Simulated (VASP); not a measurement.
# SnO (Cmc2_1) in VASP: notebook

SnO is run at these levels: PBE; tasks: relaxation of the atoms, single point.

Program: VASP 6.6.1. These are calculated values, not measurements. Logs are shortened: lines on timing, memory, paths and dates and some standing lists are left out, and cuts for length are marked.

### Step 1. The cell of the first run

The typed cell holds 8 atoms: a = 3.721 Å, b = 3.721 Å, c = 10.893 Å, α = 90.00°, β = 90.00°, γ = 97.68°.

### Step 2. Relaxation of the atoms, PBE (volume scaled by 0.94)

File INCAR:

```
SYSTEM = SnO
ALGO = Normal
EDIFF = 1E-6
EDIFFG = -0.02
ENCUT = 520
GGA = PE
IBRION = 2
ISIF = 2
ISMEAR = -1
LASPH = .True.
LCHARG = .False.
LREAL = .False.
LWAVE = .False.
NELM = 100
NSW = 80
PREC = Accurate
SIGMA = 0.02
```

File KPOINTS:

```
k-points
0
Gamma
  8 8 3
  0 0 0
```

File POSCAR:

```
SnO
1.0
    2.4489652718     -2.8016162709      0.0000000000
    2.4489652718      2.8016162709      0.0000000000
    0.0000000000      0.0000000000     10.8929975289
Sn O
4 4
Direct
    0.0000644665     -0.0000644665     -0.0141813990
   -0.0000644665      0.0000644665      0.4858186010
    0.4996782160      0.5003217840      0.2711709670
    0.5003217840      0.4996782160      0.7711709670
    0.9998128415      0.5000024962      0.3785052160
    0.0001871585      0.4999975038      0.8785052160
    0.4999975038      0.0001871585      0.3785052160
    0.5000024962      0.9998128415      0.8785052160
```

Potentials or basis: VASP PAW PBE potentials, release 64 (Sn_d, O).

Command:

```
cat potpaw_PBE.64/Sn_d/POTCAR potpaw_PBE.64/O/POTCAR > POTCAR
mpirun -np 1 vasp_std > vasp.out
```

OUTCAR:

```text
SYSTEM = SnO
   EDIFF = 1E-6
   EDIFFG = -0.02
   ENCUT = 520
   GGA = PE
   IBRION = 2
   ISIF = 2
   ISMEAR = -1
   LASPH = .True.
   LREAL = .False.
   NELM = 100
   NSW = 80
   PREC = Accurate

 ion  position               nearest neighbor table
   1  0.000  1.000  0.986-   6 2.20   8 2.20   6 2.20   8 2.20   4 3.39   4 3.39   4 3.65   4 3.65

   2  1.000  0.000  0.486-   5 2.20   7 2.20   7 2.20   5 2.20   3 3.39   3 3.39   3 3.65   3 3.65

   3  0.500  0.500  0.271-   5 2.20   7 2.20   5 2.20   7 2.20   2 3.39   2 3.39   2 3.65   2 3.65

   4  0.500  0.500  0.771-   6 2.20   8 2.20   8 2.20   6 2.20   1 3.39   1 3.39   1 3.65   1 3.65

   5  1.000  0.500  0.379-   3 2.20   2 2.20   2 2.20   3 2.20
   6  0.000  0.500  0.879-   4 2.20   1 2.20   1 2.20   4 2.20
   7  0.500  0.000  0.379-   3 2.20   2 2.20   2 2.20   3 2.20
   8  0.500  1.000  0.879-   4 2.20   1 2.20   1 2.20   4 2.20

  LATTYP: Found a base centered orthorhombic cell.
 ALAT       =     4.8979305436
 B/A-ratio  =     1.1440000000
 C/A-ratio  =     2.2240000000

  Lattice vectors:

 A1 = (   2.4489652718,  -2.8016162709,   0.0000000000)
 A2 = (   2.4489652718,   2.8016162709,   0.0000000000)
 A3 = (   0.0000000000,   0.0000000000,  10.8929975289)

Analysis of symmetry for initial positions (statically):
=====================================================================
 Subroutine PRICEL returns:
 Original cell was already a primitive cell.

 Routine SETGRP: Setting up the symmetry group for a
 base centered orthorhombic supercell.

 Subroutine GETGRP returns: Found  4 space group operations
 (whereof  2 operations were pure point group operations)
 out of a pool of  8 trial point group operations.

The static configuration has the point symmetry C_1h.
 The point group associated with its full space group is C_2v.

Analysis of symmetry for dynamics (positions and initial velocities):
=====================================================================
 Subroutine PRICEL returns:
 Original cell was already a primitive cell.

 Routine SETGRP: Setting up the symmetry group for a
 base centered orthorhombic supercell.

 Subroutine GETGRP returns: Found  4 space group operations
 (whereof  2 operations were pure point group operations)
 out of a pool of  8 trial point group operations.

The dynamic configuration has the point symmetry C_1h.
 The point group associated with its full space group is C_2v.

 Subroutine INISYM returns: Found  4 space group operations
 (whereof  2 operations are pure point group operations),
 and found     1 'primitive' translations

----------------------------------------------------------------------------------------

                                     Primitive cell

  volume of cell :     149.4750

  direct lattice vectors                    reciprocal lattice vectors
     2.448965272 -2.801616271  0.000000000     0.204167861 -0.178468410  0.000000000
     2.448965272  2.801616271  0.000000000     0.204167861  0.178468410  0.000000000
     0.000000000  0.000000000 10.892997529     0.000000000  0.000000000  0.091802096

  length of vectors
     3.721086485  3.721086485 10.892997529     0.271174277  0.271174277  0.091802096

  position of ions in fractional coordinates (direct lattice)
     0.000064466  0.999935534  0.985818601
     0.999935534  0.000064466  0.485818601
     0.499678216  0.500321784  0.271170967
     0.500321784  0.499678216  0.771170967
     0.999812842  0.500002496  0.378505216
     0.000187158  0.499997504  0.878505216
     0.499997504  0.000187158  0.378505216
     0.500002496  0.999812842  0.878505216

[... 91 lines left out ...]
   TEBEG  =    0.0;   TEEND  =   0.0 temperature during run
   PSTRESS=    0.0 pullay stress
   NELECT =      80.0000    total number of electrons
   NUPDOWN=      -1.0000    fix difference up-down
   EMIN   =  10.00;   EMAX   =-10.00  energy-range for DOS
   EFERMI =   0.00;   METHOD = LEGACY
   ISMEAR =    -1;   SIGMA  =   0.02  broadening in eV -4-tet -1-fermi 0-gaus
   EFERMI_NEDOS =   21; number of points for ismear=-14 and -15
   IALGO  =     38    algorithm
   IMIX   =      4    mixing-type and parameters
     AMIX     =   0.40;   BMIX     =  1.00
     AMIX_MAG =   1.60;   BMIX_MAG =  1.00
  volume/ion in A,a.u.               =      18.68       126.09
  Fermi-wavevector in a.u.,A,eV,Ry     =   1.329174  2.511775 24.037471  1.766704
  Thomas-Fermi vector in A             =   2.458356
   LORBIT       =      0    0 simple, 1 ext, 2 COOP (PROOUT), +10 PAW based schemes
   GGA     = PE    functional components
   LHFCALC =     F    Hartree Fock is set to
   AEXX    =    0.0000 exact exchange contribution
   IVDW    =     0    specifies the selected vdW correction
   LEPSILON=     F    determine dielectric tensor
   LRPA    =     F    only Hartree local field effects (RPA)
 conjugate gradient relaxation of ions
 non-spin polarized calculation
  energy-cutoff  :      520.00
  volume of cell :      149.48
 maximum number of plane-waves:      4057
   NGX = 13   NGY = 13   NGZ = 41

--------------------------------------- Ionic step        1  -------------------------------------------

 number of electron      79.9999996 magnetization

 Free energy of the ion-electron system (eV)
  ---------------------------------------------------
  ext. energy  EPLUGINS =         0.00000000
  ---------------------------------------------------
  free energy    TOTEN  =       -44.38531938 eV

  energy without entropy =      -44.38531934  energy(sigma->0) =      -44.38531936

------------------------ aborting loop because EDIFF is reached ----------------------------------------

  FORCE on cell =-STRESS in cart. coord.  units (eV):
  Direction    XX          YY          ZZ          XY          YZ          ZX
  --------------------------------------------------------------------------------------
  -------------------------------------------------------------------------------------
  Total       19.2838272     -0.2762691      4.3408292      0.0000000      0.0000000      0.0000000
  in kB      206.6974582     -2.9612444     46.5280230      0.0000000      0.0000000      0.0000000
  external PRESSURE =      83.4214123 kB  Pullay stress =       0.0000000 kB

 VOLUME and BASIS-vectors are now :
 -----------------------------------------------------------------------------
  energy-cutoff  :      520.00
  volume of cell :      149.48
      direct lattice vectors                 reciprocal lattice vectors
     2.448965272 -2.801616271  0.000000000     0.204167861 -0.178468410  0.000000000
     2.448965272  2.801616271  0.000000000     0.204167861  0.178468410  0.000000000
     0.000000000  0.000000000 10.892997529     0.000000000  0.000000000  0.091802096

 POSITION                                       TOTAL-FORCE (eV/Angst)
 -----------------------------------------------------------------------------------
      2.44897      2.80126     10.73852         0.000000      0.000371      1.055159
      2.44897     -2.80126      5.29202         0.000000     -0.000371      1.055159
      2.44897      0.00180      2.95386         0.000000     -0.005076     -1.053392
      2.44897     -0.00180      8.40036         0.000000      0.005076     -1.053392
      3.67300     -1.40028      4.12306         0.006825      0.002540     -0.000884
      1.22493      1.40028      9.56956        -0.006825     -0.002540     -0.000884
      1.22493     -1.40028      4.12306        -0.006825      0.002540     -0.000884
      3.67300      1.40028      9.56956         0.006825     -0.002540     -0.000884
 -----------------------------------------------------------------------------------
    total drift:                               -0.000000     -0.000000     -0.001152

  FREE ENERGIE OF THE ION-ELECTRON SYSTEM (eV)
  ---------------------------------------------------
  free  energy   TOTEN  =       -44.3853193755 eV

  energy  without entropy=      -44.3853193414  energy(sigma->0) =      -44.38531936

--------------------------------------- Ionic step        2  -------------------------------------------

 number of electron      79.9999985 magnetization

 Free energy of the ion-electron system (eV)
  ---------------------------------------------------
  ext. energy  EPLUGINS =         0.00000000
  ---------------------------------------------------
  free energy    TOTEN  =       -44.49014801 eV

  energy without entropy =      -44.49011986  energy(sigma->0) =      -44.49013393

 E-fermi :   6.5905     XC(G=0):  -9.8580

 val. band max:        6.4999725380   @ k =   0.0000   0.0000   0.0000
 cond. band min:       6.6788119038   @ k =   0.5000   0.5000   0.0000
 fundamental gap:      0.1788393658
 Fermi energy:         6.5904737372

 k-point     1 :       0.0000    0.0000    0.0000
  band No.  band energies     occupation
      1     -15.4468      2.00000
      2     -15.4415      2.00000
      3     -15.0971      2.00000
      4     -15.0914      2.00000
      5     -15.0823      2.00000
      6     -15.0613      2.00000
[... 1213 lines left out ...]
     47      11.5053      0.00000
     48      11.6674      0.00000

 [... further k-points ...]
[... 5 lines left out ...]
  --------------------------------------------------------------------------------------
  -------------------------------------------------------------------------------------
  Total       16.9208300     -2.8804012     -0.2985048      0.0000000      0.0000000      0.0000000
  in kB      181.3692119    -30.8741410     -3.1995822      0.0000000      0.0000000      0.0000000
  external PRESSURE =      49.0984962 kB  Pullay stress =       0.0000000 kB

 VOLUME and BASIS-vectors are now :
 -----------------------------------------------------------------------------
  energy-cutoff  :      520.00
  volume of cell :      149.48
      direct lattice vectors                 reciprocal lattice vectors
     2.448965272 -2.801616271  0.000000000     0.204167861 -0.178468410  0.000000000
     2.448965272  2.801616271  0.000000000     0.204167861  0.178468410  0.000000000
     0.000000000  0.000000000 10.892997529     0.000000000  0.000000000  0.091802096

 POSITION                                       TOTAL-FORCE (eV/Angst)
 -----------------------------------------------------------------------------------
      2.44897      2.80127     10.78942        -0.000000     -0.001365     -0.012998
      2.44897     -2.80127      5.34292        -0.000000      0.001365     -0.012998
      2.44897      0.00156      2.90305        -0.000000     -0.003750      0.013303
      2.44897     -0.00156      8.34955        -0.000000      0.003750      0.013303
      3.67332     -1.40015      4.12301         0.000474      0.000982     -0.000152
      1.22461      1.40015      9.56951        -0.000474     -0.000982     -0.000152
      1.22461     -1.40015      4.12301        -0.000474      0.000982     -0.000152
      3.67332      1.40015      9.56951         0.000474     -0.000982     -0.000152
 -----------------------------------------------------------------------------------
    total drift:                               -0.000001     -0.000000     -0.000394

  FREE ENERGIE OF THE ION-ELECTRON SYSTEM (eV)
  ---------------------------------------------------
  free  energy   TOTEN  =       -44.4901480064 eV

  energy  without entropy=      -44.4901198595  energy(sigma->0) =      -44.49013393

 reached required accuracy - stopping structural energy minimisation
```

It took 5.2 min on 1 thread of Intel Xeon Platinum 8488C (Sapphire Rapids), shared host; peak memory 0.37 GiB.

Results:

```yaml
Free_energy: -44.4901 eV
Energy_gained_by_relaxing: 13.1 meV/atom
Ionic_steps: 2
Pressure_after_relaxing: 4.9 GPa
Largest_force_after_relaxing: 0.014 eV/Å
Band_gap_on_the_k_mesh: 0.18 eV
```

Forces on the atoms (eV/Å):
```
Sn   0.000 -0.001 -0.013
Sn   0.000  0.001 -0.013
Sn   0.000 -0.004  0.013
Sn   0.000  0.004  0.013
O    0.000  0.001  0.000
O    0.000 -0.001  0.000
O    0.000  0.001  0.000
O    0.000 -0.001  0.000
```

Stress tensor (GPa, compression positive):
```
18.14  0.00  0.00
 0.00 -3.09  0.00
 0.00  0.00 -0.32
```

The path:
| step | energy change (eV) | largest force (eV/Å) | pressure (GPa) |
| --- | --- | --- | --- |
| 1 | 0.0000 | 1.0552 | 8.34 |
| 2 | -0.1048 | 0.0138 | 4.91 |

Final structure:
```yaml
crystal:
  lattice:
    - [2.44897, -2.80162, 0.00000]
    - [2.44897, 2.80162, 0.00000]
    - [0.00000, 0.00000, 10.89300]
  atoms:
    - { symbol: Sn, position: [0.00006, 0.99994, 0.99049] }
    - { symbol: Sn, position: [0.99994, 0.00006, 0.49049] }
    - { symbol: Sn, position: [0.49972, 0.50028, 0.26651] }
    - { symbol: Sn, position: [0.50028, 0.49972, 0.76651] }
    - { symbol: O, position: [0.99986, 0.50009, 0.37850] }
    - { symbol: O, position: [0.00014, 0.49991, 0.87850] }
    - { symbol: O, position: [0.49991, 0.00014, 0.37850] }
    - { symbol: O, position: [0.50009, 0.99986, 0.87850] }
```

Caveat: spin-orbit coupling is left out, which moves the levels of the heavy elements. A k mesh can miss the band edges.

(Part 1 of 2 ends here.)
